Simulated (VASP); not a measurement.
Hf2Sc:

```
CELL_PARAMETERS angstrom
5.01017 0.00000 0.00000
-2.50508 4.33893 0.00000
0.00000 0.00000 3.10212
ATOMIC_POSITIONS crystal
Hf 0.33333 0.66667 0.50000
Hf 0.66667 0.33333 0.50000
Sc 0.00000 0.00000 0.00000
```

- Program: VASP 6.6.1
- Task: relaxation of cell and atoms
- Functional: PBE
- Potentials or basis: VASP PAW PBE potentials, release 64 (Hf_pv, Sc_sv)
- Cutoff: 600 eV
- k mesh: 6 × 6 × 6
- Occupations: gaussian, width 0.1 eV
- Spin: no spin polarisation

At the start: pressure 0.5 GPa; volume 22.48 Å³/atom.

Question: How do energy, volume and symmetry change on relaxing?

Answer: Over 5 steps the energy falls by 2.2 meV/atom and the volume is 22.57 Å³/atom (+0.4 %); space group P6/mmm (No. 191, to 0.05 Å).

The path:
| step | energy change (eV) | largest force (eV/Å) | pressure (GPa) | volume (Å³) |
| --- | --- | --- | --- | --- |
| 1 | 0.0000 | 0.0000 | 0.50 | 67.44 |
| 2 | -0.0063 | 0.0000 | -0.37 | 68.12 |
| 3 | -0.0066 | 0.0000 | -0.23 | 67.99 |
| 4 | -0.0066 | 0.0000 | -0.23 | 68.00 |
| 5 | -0.0067 | 0.0000 | 0.11 | 67.72 |

Final structure:
```cif
data_structure
_symmetry_space_group_name_H-M 'P 1'
_symmetry_Int_Tables_number 1
_cell_length_a 4.9887
_cell_length_b 4.9887
_cell_length_c 3.1421
_cell_angle_alpha 90.000
_cell_angle_beta 90.000
_cell_angle_gamma 120.000
_cell_volume 67.72
loop_
_atom_site_label
_atom_site_type_symbol
_atom_site_fract_x
_atom_site_fract_y
_atom_site_fract_z
_atom_site_occupancy
Hf1 Hf 0.33333 0.66667 0.50000 1
Hf2 Hf 0.66667 0.33333 0.50000 1
Sc1 Sc 0.00000 0.00000 0.00000 1
```
